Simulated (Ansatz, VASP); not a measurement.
# One calculation of GePt, two programs

```xyz
8
Lattice="3.7003 0.0000 0.0000 0.0000 5.7406 0.0000 0.0000 0.0000 6.0924" Properties=species:S:1:pos:R:3 pbc="T T T"
Ge    0.9251    4.6795    3.5825
Ge    2.7753    1.0611    2.5099
Ge    2.7753    3.9314    0.5363
Ge    0.9251    1.8092    5.5562
Pt    0.9251    5.7363    1.1646
Pt    2.7753    0.0043    4.9278
Pt    2.7753    2.8746    4.2108
Pt    0.9251    2.8660    1.8816
```

Alike in both runs: task single point; functional PBEsol; k mesh 9 × 6 × 6; occupations gaussian, width 0.1 eV; no spin polarisation.

```csv
,VASP,Ansatz
version,VASP 6.6.1,Ansatz 0.2.0
potentials or method,"VASP PAW PBE potentials, release 64 (Ge_d, Pt), cutoff 520 eV","scalar-relativistic, plane waves, PAW"
valence electrons in the cell,96,128
```

```tsv
	VASP	Ansatz	Ansatz less VASP
gap on the k mesh at the Fermi level (eV)	none	none	-
pressure (GPa)	-0.1	0.0	+0.03
traceless stress, the component that is largest in VASP (GPa)	0.09	0.09	-0.003
rms of the force components (eV/Å)	0.007	0.007	-0.0003
```

VASP's potentials were made for PBE, not for PBEsol. Atom by atom the forces differ by 0.002 eV/Å (rms over components). A gap of «none» marks a metal or a gap that the smearing closes. VASP's potentials hold 96 valence electrons a cell and Ansatz's 128, so a difference there can come from the potentials and not from the codes.

Neither program's run includes spin-orbit coupling.
